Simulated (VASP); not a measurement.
## KI: single point with HSE06

KI:

```xyz
2
Lattice="0.0000 3.4911 3.5585 3.4911 0.0000 3.5585 3.4911 3.4911 0.0000" Properties=species:S:1:pos:R:3 pbc="T T T"
K     0.0000    0.0000    0.0000
I     3.4911    3.4911    3.5585
```

This cell differs from its parent crystal: epitaxial xy strain -1.5%.

```json
{
 "Program": "VASP 6.6.1",
 "Task": "single point",
 "Functional": "HSE06",
 "Potentials or basis": "VASP PAW PBE potentials, release 64 (K_sv, I)",
 "Cutoff": "520 eV",
 "k mesh": "4 × 4 × 4",
 "Occupations": "gaussian, width 0.01 eV",
 "Spin": "no spin polarisation",
 "Dipole correction": "no",
 "Grid for exact exchange (PRECFOCK)": "Normal",
 "Further INCAR settings": "ALGO = Normal; EDIFF = 1e-06; NBANDS = 15",
 "Share of exact exchange": "0.25",
 "Screening parameter": "0.2079 1/Å"
}
```

- Pressure: 0.7 GPa
- Band gap on the k mesh: 4.99 eV

Stress tensor (GPa, compression positive):
```
0.83 0.00 0.00
0.00 0.83 0.00
0.00 0.00 0.30
```

Levels at points of the mesh, in eV from the valence-band top:
| k point | band 6 | band 7 | band 8 | band 9 | band 10 | band 11 |
| --- | --- | --- | --- | --- | --- | --- |
| (0.00, 0.00, 0.00) | 0.00 | 0.00 | 0.00 | 4.99 | 7.56 | 7.68 |
| (0.50, 0.00, 0.00) | -1.43 | -0.37 | -0.36 | 6.51 | 8.97 | 9.20 |
| (0.50, 0.50, 0.00) | -1.11 | -0.38 | -0.38 | 5.92 | 6.88 | 9.46 |
| (0.50, 0.00, 0.50) | -1.09 | -0.43 | -0.40 | 5.91 | 6.88 | 9.51 |

Run time: 13 min on 1 thread of Intel(R) Xeon(R) Platinum 8259CL CPU @ 2.50GHz (Skylake/Cascade Lake), with other jobs on the host, peak memory 0.35 GiB.

Caveat: the cell differs from its parent crystal (epitaxial xy strain -1.5%); the PAW data sets were made with another functional, which shifts forces and pressure a little; spin-orbit coupling is left out, which moves the levels of the heavy elements.
